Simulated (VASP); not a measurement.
# SmO2 (P-3m1) in VASP: a series of runs, part 2 of 2

VASP 6.6.1. The steps go on from the part before.

### Step 4. Relaxation of cell and atoms, PBE

INCAR

```
SYSTEM = SmO2
PREC     = Accurate       ! precision mode
ENCUT    = 600            ! plane-wave cutoff, eV
EDIFF    = 1E-7           ! SCF threshold, eV
ISMEAR   = 0              ! smearing method
SIGMA    = 0.1            ! smearing width, eV
LREAL    = .False.        ! projectors in reciprocal space
LASPH    = .True.         ! aspherical terms in the spheres
NELM     = 200            ! most SCF steps
ALGO     = Normal         ! electronic algorithm
ISIF     = 3              ! what is computed and relaxed
LWAVE    = .False.        ! write WAVECAR
LCHARG   = .False.        ! write CHGCAR
GGA      = PE             ! functional
IBRION   = 2              ! ionic algorithm
NSW      = 90             ! ionic steps
EDIFFG   = -0.04          ! ionic threshold
GGA_COMPAT= .False.      
NELMIN   = 4            
LMAXMIX  = 6              ! l up to which the mixer works
```

KPOINTS

```
Automatic mesh
0
Gamma
  6 6 4
  0 0 0
```

POSCAR

```
SmO2
1.0
    3.0469526900      0.0000000000      0.0000000000
   -1.5234763500      2.6387384400      0.0000000000
    0.0000000000      0.0000000000      4.6521846500
Sm O
1 2
Direct
    0.0000000000      0.0000000000      0.0000000000
    0.6666666700      0.3333333300      0.2639000100
    0.3333333300      0.6666666700      0.7360999900
```

Potentials or basis: VASP PAW PBE potentials, release 64 (Sm_3, O), 4f in core.

Started as:

```
cat potpaw_PBE.64/Sm_3/POTCAR potpaw_PBE.64/O/POTCAR > POTCAR
mpirun -np 1 vasp_std > vasp.out
```

OUTCAR:

```text
SYSTEM = SmO2
   PREC = Accurate
   ENCUT = 600
   EDIFF = 1E-7
   ISMEAR = 0
   LREAL = .False.
   LASPH = .True.
   NELM = 200
   ISIF = 3
   GGA = PE
   IBRION = 2
   NSW = 90
   EDIFFG = -0.04
   NELMIN = 4

 ion  position               nearest neighbor table
   1  0.000  0.000  0.000-   2 2.15   3 2.15   2 2.15   3 2.15   2 2.15   3 2.15
   2  0.667  0.333  0.264-   1 2.15   1 2.15   1 2.15
   3  0.333  0.667  0.736-   1 2.15   1 2.15   1 2.15

  LATTYP: Found a hexagonal cell.
 ALAT       =     3.0469526900
 C/A-ratio  =     1.5268319279

  Lattice vectors:

 A1 = (   3.0469526900,   0.0000000000,   0.0000000000)
 A2 = (  -1.5234763500,   2.6387384400,   0.0000000000)
 A3 = (   0.0000000000,   0.0000000000,   4.6521846500)

Analysis of symmetry for initial positions (statically):
=====================================================================
 Subroutine PRICEL returns:
 Original cell was already a primitive cell.

 Routine SETGRP: Setting up the symmetry group for a
 hexagonal supercell.

 Subroutine GETGRP returns: Found 12 space group operations
 (whereof 12 operations were pure point group operations)
 out of a pool of 24 trial point group operations.

The static configuration has the point symmetry D_3d.

Analysis of symmetry for dynamics (positions and initial velocities):
=====================================================================
 Subroutine PRICEL returns:
 Original cell was already a primitive cell.

 Routine SETGRP: Setting up the symmetry group for a
 hexagonal supercell.

 Subroutine GETGRP returns: Found 12 space group operations
 (whereof 12 operations were pure point group operations)
 out of a pool of 24 trial point group operations.

The dynamic configuration has the point symmetry D_3d.

 Subroutine INISYM returns: Found 12 space group operations
 (whereof 12 operations are pure point group operations),
 and found     1 'primitive' translations

----------------------------------------------------------------------------------------

                                     Primitive cell

  volume of cell :      37.4041

  direct lattice vectors                    reciprocal lattice vectors
     3.046952690  0.000000000  0.000000000     0.328196760  0.189484488  0.000000000
    -1.523476350  2.638738440  0.000000000     0.000000000  0.378968974  0.000000000
     0.000000000  0.000000000  4.652184650     0.000000000  0.000000000  0.214952775

  length of vectors
     3.046952690  3.046952698  4.652184650     0.378968975  0.378968974  0.214952775

  position of ions in fractional coordinates (direct lattice)
     0.000000000  0.000000000  0.000000000
     0.666666670  0.333333330  0.263900010
     0.333333330  0.666666670  0.736099990

  ion indices of the primitive-cell ions
   primitive index   ion index
                 1           1
                 2           2
                 3           3

----------------------------------------------------------------------------------------

 KPOINTS: Automatic mesh

Automatic generation of k-mesh.
 Grid dimensions read from file:
 generate k-points for:    6    6    4

 Generating k-lattice:

  Cartesian coordinates                     Fractional coordinates (reciprocal lattice)
     0.054699460  0.031580748  0.000000000     0.166666667  0.000000000  0.000000000
     0.000000000  0.063161496  0.000000000     0.000000000  0.166666667  0.000000000
     0.000000000  0.000000000  0.053738194     0.000000000  0.000000000  0.250000000

  Length of vectors
     0.063161496  0.063161496  0.053738194

  Shift w.r.t. Gamma in fractional coordinates (k-lattice)
     0.000000000  0.000000000  0.000000000

 Subroutine IBZKPT returns following result:
 ===========================================

 Found     24 irreducible k-points:

 Following reciprocal coordinates:
            Coordinates               Weight
  0.000000  0.000000  0.000000      1.000000
  0.166667  0.000000  0.000000      6.000000
  0.333333  0.000000  0.000000      6.000000
  0.500000  0.000000  0.000000      3.000000
  0.166667  0.166667  0.000000      6.000000
  0.333333  0.166667  0.000000     12.000000
[... 16 lines left out ...]
  0.333333  0.166667  0.500000     12.000000
  0.333333  0.333333  0.500000      2.000000
   k-points           NKPTS =     24   k-points in BZ     NKDIM =     24   number of bands    NBANDS=     15
   number of dos      NEDOS =    301   number of ions     NIONS =      3
   total plane-waves  NPLWV =  23040
   dimension x,y,z NGX =    24 NGY =   24 NGZ =   40
   dimension x,y,z NGXF=    48 NGYF=   48 NGZF=   80
   ions per type =               1   2
   NGX,Y,Z   is equivalent  to a cutoff of  13.09, 13.09, 14.29 a.u.
   NGXF,Y,Z  is equivalent  to a cutoff of  26.19, 26.19, 28.59 a.u.
 SYSTEM =  SmO2
   PREC   = accura    normal or accurate (medium, high low for compatibility)
   ISTART =      0    job   : 0-new  1-cont  2-samecut
   ICHARG =      2    charge: 1-file 2-atom 10-const
   ISPIN  =      1    spin polarized calculation?
   LNONCOLLINEAR =      F non collinear calculations
   LSORBIT =      F    spin-orbit coupling
   LASPH  =      T    aspherical Exc in radial PAW
   ENCUT  =  600.0 eV  44.10 Ry    6.64 a.u.   6.09  6.09  9.29*2*pi/ulx,y,z
   NELM   =    200;   NELMIN=  4; NELMDL= -5     # of ELM steps
   EDIFF  = 0.1E-06   stopping-criterion for ELM
   LREAL  =      F    real-space projection
   EDIFFG = -.4E-01   stopping-criterion for IOM
   NSW    =     90    number of steps for IOM
   IBRION =      2    ionic relax: 0-MD 1-quasi-New 2-CG
   NFREE  =      1    steps in history (QN), initial steepest desc. (CG)
   ISIF   =      3    stress and relaxation
   ISYM   =      2    0-nonsym 1-usesym 2-fastsym
   POTIM  = 0.5000    time-step for ionic-motion
   TEBEG  =    0.0;   TEEND  =   0.0 temperature during run
   PSTRESS=    0.0 pullay stress
   NELECT =      23.0000    total number of electrons
   NUPDOWN=      -1.0000    fix difference up-down
   EMIN   =  10.00;   EMAX   =-10.00  energy-range for DOS
   EFERMI =   0.00;   METHOD = LEGACY
   ISMEAR =     0;   SIGMA  =   0.10  broadening in eV -4-tet -1-fermi 0-gaus
   EFERMI_NEDOS =   21; number of points for ismear=-14 and -15
   IALGO  =     38    algorithm
   IMIX   =      4    mixing-type and parameters
     AMIX     =   0.40;   BMIX     =  1.00
     AMIX_MAG =   1.60;   BMIX_MAG =  1.00
  volume/ion in A,a.u.               =      12.47        84.14
  Fermi-wavevector in a.u.,A,eV,Ry     =   1.392124  2.630732 26.368199  1.938008
  Thomas-Fermi vector in A             =   2.515897
   LORBIT       =      0    0 simple, 1 ext, 2 COOP (PROOUT), +10 PAW based schemes
   GGA     = PE    functional components
   LHFCALC =     F    Hartree Fock is set to
   AEXX    =    0.0000 exact exchange contribution
   IVDW    =     0    specifies the selected vdW correction
   LEPSILON=     F    determine dielectric tensor
   LRPA    =     F    only Hartree local field effects (RPA)
 conjugate gradient relaxation of ions
 non-spin polarized calculation
 Gauss-broadening in eV      SIGMA  =   0.10
  energy-cutoff  :      600.00
  volume of cell :       37.40
 maximum number of plane-waves:      1266
   NGX = 13   NGY = 13   NGZ = 19

--------------------------------------- Ionic step        1  -------------------------------------------

 number of electron      23.0000008 magnetization

 Free energy of the ion-electron system (eV)
  ---------------------------------------------------
  ext. energy  EPLUGINS =         0.00000000
  ---------------------------------------------------
  free energy    TOTEN  =       -18.30740110 eV

  energy without entropy =      -18.28441404  energy(sigma->0) =      -18.29590757

------------------------ aborting loop because EDIFF is reached ----------------------------------------

  FORCE on cell =-STRESS in cart. coord.  units (eV):
  Direction    XX          YY          ZZ          XY          YZ          ZX
  --------------------------------------------------------------------------------------
  -------------------------------------------------------------------------------------
  Total       18.4777374     18.4777375      4.4154068     -0.0000000      0.0000000      0.0000000
  in kB      791.4807817    791.4807855    189.1308219     -0.0000015      0.0000000      0.0000000
  external PRESSURE =     590.6974630 kB  Pullay stress =       0.0000000 kB
[... 1400 lines left out ...]
      2     -18.1776      2.00000
      3     -18.1776      2.00000
      4     -16.9983      2.00000
      5     -13.8465      2.00000
      6     -13.8465      2.00000
      7      -1.4311      2.00000
      8      -1.4311      2.00000
      9      -0.8926      2.00000
     10      -0.0130      2.00000
     11       0.0525      2.00000
     12       0.0525      2.00000
     13       7.8632      0.00000
     14       7.8632      0.00000
     15       8.3131      0.00000

[... ionic steps 4 to 8 ...]

--------------------------------------- Ionic step        9  -------------------------------------------

 number of electron      22.9999988 magnetization

------------------------ aborting loop because EDIFF is reached ----------------------------------------
[... 69 lines left out ...]
--------------------------------------- Ionic step       11  -------------------------------------------

 number of electron      22.9999982 magnetization

 Free energy of the ion-electron system (eV)
  ---------------------------------------------------
  ext. energy  EPLUGINS =         0.00000000
  ---------------------------------------------------
  free energy    TOTEN  =       -21.38716729 eV

  energy without entropy =      -21.36291801  energy(sigma->0) =      -21.37504265

 E-fermi :   0.3025     XC(G=0):  -9.9255

 val. band max:        0.2917196106   @ k =   0.5000   0.0000   0.2500
 cond. band min:       0.3266180778   @ k =   0.0000   0.0000   0.0000
 fundamental gap:      0.0348984672
 Fermi energy:         0.3024995190
[... 460 lines left out ...]
  FREE ENERGIE OF THE ION-ELECTRON SYSTEM (eV)
  ---------------------------------------------------
  free  energy   TOTEN  =       -21.3871672884 eV

  energy  without entropy=      -21.3629180054  energy(sigma->0) =      -21.37504265

 reached required accuracy - stopping structural energy minimisation
```

It took 72 s on 1 thread of AMD EPYC 9R45 (Zen 5), shared host; peak memory 0.15 GiB.

Results:

| Item | Value |
| --- | --- |
| Free energy | -21.3872 eV |
| Relaxed volume | 16.16 Å³/atom |
| Relaxed cell | a = 3.675 Å, b = 3.675 Å, c = 4.144 Å, α = 90.00°, β = 90.00°, γ = 120.00° |
| Space group after relaxing (to 0.1 Å) | P-3m1 (No. 164) |
| Energy gained by relaxing | 1026.6 meV/atom |
| Ionic steps | 11 |
| Pressure after relaxing | 0.1 GPa |
| Largest force after relaxing | 0.011 eV/Å |
| Band gap on the k mesh | zero (an odd number of electrons rules out a gap without spin polarisation) |

Forces in eV/Å, atoms in the order of the input:
```
Sm   0.000  0.000  0.000
O    0.000  0.000 -0.011
O    0.000  0.000  0.011
```

Step by step:
| step | energy change (eV) | largest force (eV/Å) | pressure (GPa) | volume (Å³) |
| --- | --- | --- | --- | --- |
| 1 | 0.0000 | 1.6511 | 59.07 | 37.40 |
| 2 | -0.6676 | 3.0235 | -23.26 | 67.40 |
| 3 | -2.3204 | 2.1305 | -4.40 | 50.88 |
| 4 | -2.3228 | 2.0876 | -3.70 | 50.57 |
| 5 | -2.9228 | 1.0753 | -4.11 | 50.55 |
| 6 | -3.0395 | 0.4765 | -5.14 | 50.27 |
| 7 | -3.0282 | 0.3933 | 7.02 | 46.42 |
| 8 | -3.0784 | 0.0954 | 0.09 | 48.42 |
| 9 | -3.0784 | 0.0872 | 0.21 | 48.38 |
| 10 | -3.0793 | 0.0540 | 0.17 | 48.42 |
| 11 | -3.0798 | 0.0110 | 0.13 | 48.47 |

Final structure:
```yaml
crystal:
  lattice:
    - [3.67536, 0.00000, 0.00000]
    - [-1.83768, 3.18296, 0.00000]
    - [0.00000, 0.00000, 4.14362]
  atoms:
    - { symbol: Sm, position: [0.00000, 0.00000, 0.00000] }
    - { symbol: O, position: [0.66667, 0.33333, 0.23733] }
    - { symbol: O, position: [0.33333, 0.66667, 0.76267] }
```

Caveat: the k points lie up to 0.38 Å⁻¹ apart in the final cell, too coarse for converged energies and pressures of a metal; the volume moved by over 15 % at a fixed basis, so the end points are rough; spin-orbit coupling is left out, which moves the levels of the heavy elements; the 4f electrons are frozen in the core, so they carry no moment and show no levels; an odd number of electrons without spin polarisation forces a metal; a magnetic or distorted state may lie lower; the run has no spin polarisation, though such a crystal can be magnetic.

### Step 5. Single point, PBE

This run uses another cell than the first one, of 16.63 Å³/atom.

INCAR

```
SYSTEM = SmO2
PREC = Accurate
ENCUT = 600
EDIFF = 1E-6
ISMEAR = 0
SIGMA = 0.1
LREAL = .False.
LASPH = .True.
NELM = 200
ALGO = Normal
ISIF = 2
LWAVE = .False.
LCHARG = .False.
GGA = PE
NBANDS = 18
GGA_COMPAT = .False.
LMAXMIX = 6
```

KPOINTS

```
Automatic mesh
0
Gamma
  12 12 12
  0 0 0
```

POSCAR

```
SmO2
1.0
    3.6836883264      0.0000000000      0.0000000000
   -1.8418441632      3.1901676703      0.0000000000
    0.0000000000      0.0000000000      4.2463979322
Sm O
1 2
Direct
    0.0000000000      0.0000000000      0.0000000000
    0.6666666667      0.3333333333      0.2285830484
    0.3333333333      0.6666666667      0.7714169516
```

Started as:

```
cat potpaw_PBE.64/Sm_3/POTCAR potpaw_PBE.64/O/POTCAR > POTCAR
mpirun -np 1 vasp_std > vasp.out
```

Run time: 92 s. Hardware: 1 thread of AMD EPYC 9R45 (Zen 5), shared host; peak memory 0.29 GiB.

The run converged. Its results:

```yaml
Free_energy: -21.4314 eV
Pressure: 0.9 GPa
Largest_force: 0.084 eV/Å
Band_gap_on_the_k_mesh: zero (an odd number of electrons rules out a gap without spin polarisation)
```

Forces in eV/Å, atoms in the order of the input:
```
Sm   0.000  0.000  0.000
O    0.000  0.000  0.084
O    0.000  0.000 -0.084
```

Stress tensor (GPa, compression positive):
```
1.26 0.00 0.00
0.00 1.26 0.00
0.00 0.00 0.27
```

Levels at points of the mesh, in eV from the Fermi level:
| k point | band 10 | band 11 | band 12 | band 13 | band 14 | band 15 |
| --- | --- | --- | --- | --- | --- | --- |
| (0.00, 0.00, 0.00) | 0.04 | 0.04 | 0.22 | 5.00 | 6.61 | 6.61 |
| (0.50, 0.00, 0.00) | -0.72 | -0.60 | -0.33 | 4.86 | 6.02 | 8.02 |
| (0.00, 0.00, 0.50) | -1.20 | -0.21 | -0.21 | 6.11 | 6.11 | 7.92 |
| (0.50, 0.00, 0.50) | -0.30 | -0.23 | 0.21 | 6.34 | 7.42 | 7.76 |

Caveat: spin-orbit coupling is left out, which moves the levels of the heavy elements; the 4f electrons are frozen in the core, so they carry no moment and show no levels; an odd number of electrons without spin polarisation forces a metal; a magnetic or distorted state may lie lower; the run has no spin polarisation, though such a crystal can be magnetic.

### Step 6. Summary

```tsv
task	cell	k mesh	gap on the mesh (eV)	pressure (GPa)	largest force (eV/Å)
single point	a = 3.047, b = 3.047, c = 4.652 Å, angles 90.0, 90.0, 120.0°, 3 atoms, atomic positions A	6 × 6 × 4	none	59.1	1.65
single point	a = 3.686, b = 3.686, c = 4.235 Å, angles 90.0, 90.0, 120.0°, 3 atoms, atomic positions B	6 × 6 × 4	none	0.7	0.06
relaxation of cell and atoms	relaxed from a = 3.047, b = 3.047, c = 4.652 Å, angles 90.0, 90.0, 120.0°, 3 atoms, atomic positions A	6 × 6 × 4	none	0.1	0.01
single point	a = 3.684, b = 3.684, c = 4.246 Å, angles 90.0, 90.0, 120.0°, 3 atoms, atomic positions C	12 × 12 × 12	none	0.9	0.08
```

Alike in all rows: level PBE; potentials or basis VASP PAW PBE potentials, release 64 (Sm_3, O), 4f in core; no spin polarisation; cutoff (eV) 600; smearing gaussian 0.1 eV.

Caveats: some runs use coarse meshes; spin-orbit coupling is left out, which moves the levels of the heavy elements; the 4f electrons are frozen in the core, so they carry no moment and show no levels; an odd number of electrons without spin polarisation forces a metal; a magnetic or distorted state may lie lower; the run has no spin polarisation, though such a crystal can be magnetic; the volume moved by over 15 % at a fixed basis, so the end points are rough (at least some runs).

Absolute energies hang on the potentials; compare differences alone.

The gap in the log of VASP goes by the Fermi energy; the results here count the filled bands.